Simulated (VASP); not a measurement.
A run of VASP 6.6.1:

INCAR

```
  PREC = Accurate
  ENCUT = 600
  EDIFF = 1E-6
  ISMEAR = 1
  SIGMA = 0.018
  LREAL = F
  LASPH = T
  NELM = 120
  ALGO = Normal
  ISIF = 2
  LWAVE = F
  LCHARG = F
  GGA = PS
  NBANDS = 7
  GGA_COMPAT = F
```

Contents of KPOINTS:

```
regular mesh
0
Gamma
  4 4 4
```

POSCAR

```
Mg
1.0
   -1.8359916300      1.8359916300      1.6794040200
    1.8359916300     -1.8359916300      1.6794040200
    1.8359916300      1.8359916300     -1.6794040200
Mg
1
Direct
    0.0000000000      0.0136166198      0.0136166198
```

Potentials or basis: VASP PAW PBE potentials, release 64 (Mg).

Command:

```bash
$ cat potpaw_PBE.64/Mg/POTCAR > POTCAR
$ mpirun -np 1 vasp_std > vasp.out
```

Hardware: 1 thread of Intel(R) Xeon(R) 6975P-C (Granite Rapids), with other jobs on the host.

Problem. Estimate the wall time of this run.

Solution. It took 2.2 s on 1 thread of Intel(R) Xeon(R) 6975P-C (Granite Rapids), on a shared host, peak memory 0.15 GiB. Counts: scf iterations 9, k points 13.
